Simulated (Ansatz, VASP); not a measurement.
# One calculation of KCl, two programs

Contents of INCAR:

```
ALGO = Normal
EDIFF = 1E-6
ENCUT = 520
GGA = PE
ISIF = 2
ISMEAR = 0
LASPH = T
LCHARG = F
LREAL = F
LWAVE = F
NBANDS = 24
NELM = 100
PREC = Accurate
SIGMA = 0.01
```

The input KPOINTS:

```
k-points
0
Gamma
  6 6 4
```

The input POSCAR:

```
KCl
1.0
    5.2817995731      0.0000000000      0.0000000000
   -2.6408997866      4.5741726080      0.0000000000
    0.0000000000      0.0000000000      6.1922810727
K Cl
2 2
Direct
    0.3333333333      0.6666666667     -0.0624984477
    0.6666666667      0.3333333333      0.4375015523
    0.3333333333      0.6666666667      0.4374984477
    0.6666666667      0.3333333333      0.9374984477
```

Input for Ansatz:

```yaml
crystal:
  lattice:
    - [5.2817995731, 0.0, 0.0]
    - [-2.6408997866, 4.574172608, 0.0]
    - [0.0, 0.0, 6.1922810727]
  atoms:
    - { symbol: K, position: [0.3333333333, 0.6666666667, -0.0624984477] }
    - { symbol: K, position: [0.6666666667, 0.3333333333, 0.4375015523] }
    - { symbol: Cl, position: [0.3333333333, 0.6666666667, 0.4374984477] }
    - { symbol: Cl, position: [0.6666666667, 0.3333333333, 0.9374984477] }
kpoints:
  mp_grid: { grid: [6, 6, 4] }
hamiltonian:
  xc: pbe
scf:
  occupations: { method: fixed }
  n_extra_bands: 5
output:
  forces: true
  stress: true
  eigenvalues: true
```

Alike in both runs: task single point; functional PBE; k mesh 6 × 6 × 4; no spin polarisation.

```csv
,VASP,Ansatz
version,VASP 6.6.1,Ansatz 0.2.0
potentials or method,"VASP PAW PBE potentials, release 64 (K_sv, Cl)","plane waves, PAW"
plane-wave cutoff (eV),520,420
occupations,"gaussian, width 0.01 eV",fixed
valence electrons in the cell,32,32
```

Ansatz gave:

| Item | Value |
| --- | --- |
| gap on the k mesh at the Fermi level (eV) | 4.83 |
| pressure (GPa) | 0.9 |
| traceless stress, the component that is largest in VASP (GPa) | 0.10 |

Question: Which values does VASP return?

Answer: gap on the k mesh at the Fermi level (eV): 4.83; pressure (GPa): 1.0; traceless stress, the component that is largest in VASP (GPa): 0.10.

Ansatz's warnings: structure snapped to symmetry.
